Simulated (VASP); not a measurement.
## CuH8: relaxation of cell and atoms with PBE

CuH8:

```
Cu H
1.0
     3.20081   -3.27790    0.00000
     3.20081    3.27790    0.00000
    -0.20343    0.00000    4.35881
Cu H
1 8
Direct
  0.50000 0.50000 0.50000
  0.94358 0.94358 0.97231
  0.05642 0.05642 0.02769
  0.50149 0.50149 0.90024
  0.49851 0.49851 0.09976
  0.50032 0.90981 0.50112
  0.09019 0.49968 0.49888
  0.49968 0.09019 0.49888
  0.90981 0.50032 0.50112
```

```yaml
Program: VASP 6.6.1
Task: relaxation of cell and atoms
Functional: PBE
Potentials_or_basis: VASP PAW PBE potentials, release 64 (Cu, H)
Cutoff: 600 eV
k_mesh: 4 × 4 × 4
Occupations: gaussian, width 0.1 eV
Spin: no spin polarisation
Dipole_correction: no
Further_INCAR_settings: ALGO = Normal; EDIFF = 1e-07; IBRION = 2; EDIFFG = -0.04; NSW = 90; ISIF = 3
```

- Relaxed volume: 10.16 Å³/atom
- Relaxed cell: a = 4.580 Å, b = 4.580 Å, c = 4.363 Å, α = 91.85°, β = 91.85°, γ = 91.36°
- Space group after relaxing (to 0.05 Å): C2/m (No. 12)
- Energy gained by relaxing: 0.1 meV/atom
- Ionic steps: 5
- Pressure after relaxing: 0.0 GPa
- Largest force after relaxing: 0.011 eV/Å

Forces in eV/Å, atoms in the order of the input:
```
Cu   0.000  0.000  0.000
H    0.011  0.000  0.000
H   -0.011  0.000  0.000
H    0.000  0.000  0.006
H    0.000  0.000 -0.006
H   -0.006 -0.007  0.001
H    0.006 -0.007 -0.001
H    0.006  0.007 -0.001
H   -0.006  0.007  0.001
```

Stress tensor (GPa, compression positive):
```
 0.02  0.00  0.06
 0.00 -0.02  0.00
 0.06  0.00  0.08
```

The path:
| step | energy change (eV) | largest force (eV/Å) | pressure (GPa) | volume (Å³) |
| --- | --- | --- | --- | --- |
| 1 | 0.0000 | 0.0787 | -0.12 | 91.46 |
| 2 | 0.0000 | 0.1400 | 0.16 | 91.37 |
| 3 | -0.0004 | 0.0402 | 0.03 | 91.42 |
| 4 | -0.0004 | 0.0606 | 0.02 | 91.42 |
| 5 | -0.0005 | 0.0107 | 0.03 | 91.42 |

Final structure:
```cif
data_structure
_symmetry_space_group_name_H-M 'P 1'
_symmetry_Int_Tables_number 1
_cell_length_a 4.5804
_cell_length_b 4.5804
_cell_length_c 4.3634
_cell_angle_alpha 91.849
_cell_angle_beta 91.849
_cell_angle_gamma 91.356
_cell_volume 91.42
loop_
_atom_site_label
_atom_site_type_symbol
_atom_site_fract_x
_atom_site_fract_y
_atom_site_fract_z
_atom_site_occupancy
Cu1 Cu 0.50000 0.50000 0.50000 1
H1 H 0.94368 0.94368 0.97232 1
H2 H 0.05632 0.05632 0.02768 1
H3 H 0.50149 0.50149 0.90086 1
H4 H 0.49851 0.49851 0.09914 1
H5 H 0.50033 0.91016 0.50113 1
H6 H 0.08984 0.49967 0.49887 1
H7 H 0.49967 0.08984 0.49887 1
H8 H 0.91016 0.50033 0.50113 1
```

Levels at points of the mesh, in eV from the Fermi level:
```tsv
k point	band 5	band 6	band 7	band 8	band 9	band 10	band 11	band 12	band 13	band 14
(0.00, 0.00, 0.00)	-3.09	-3.09	-3.03	-2.12	-1.93	1.04	1.18	1.21	5.25	6.48
(0.50, 0.00, 0.00)	-3.47	-3.13	-3.09	-3.07	-1.98	1.50	1.61	2.21	5.17	5.25
(0.50, 0.50, 0.00)	-3.47	-3.45	-3.12	-3.12	-3.09	0.50	1.75	3.92	4.83	5.05
(0.00, 0.00, 0.50)	-3.74	-3.15	-3.14	-3.03	-2.11	1.58	1.70	1.73	5.17	5.52
(0.50, 0.00, 0.50)	-3.74	-3.43	-3.17	-3.14	-3.06	-0.26	2.02	4.19	4.81	4.88
(0.50, 0.50, 0.50)	-3.74	-3.45	-3.32	-3.20	-3.20	-3.12	2.99	3.67	3.73	8.38
```

Wall time 120 s on 1 thread of Intel(R) Xeon(R) Platinum 8488C (Sapphire Rapids), on a shared host, peak memory 0.24 GiB.

Caveat: the k points lie up to 0.36 Å⁻¹ apart in the final cell.
